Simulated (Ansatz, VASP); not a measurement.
TiH: VASP beside Ansatz

```
Ti H
1.0
     3.00530    0.00000    0.00000
     0.00000    3.00530    0.00000
     0.00000    0.00000    4.65773
Ti H
2 2
Direct
  0.50000 0.00000 0.50000
  0.00000 0.50000 0.00000
  0.00000 0.00000 0.25000
  0.00000 0.00000 0.75000
```

Alike in both runs: task single point; functional r2SCAN; k mesh 8 × 8 × 5; no spin polarisation.

|  | VASP | Ansatz |
| --- | --- | --- |
| version | VASP 6.6.1 | Ansatz 0.2.0 |
| potentials or method | VASP PAW PBE potentials, release 64 (Ti_sv, H), cutoff 520 eV | plane waves, PAW |
| occupations | fermi-dirac, width 0.1 eV | fermi-dirac |
| valence electrons in the cell | 26 | 26 |

```tsv
	VASP	Ansatz	Ansatz less VASP
pressure (GPa)	-6.9	-7.3	-0.35
traceless stress, the component that is largest in VASP (GPa)	-0.62	-0.63	-0.011
```

VASP's potentials were made for PBE, not for r2SCAN.
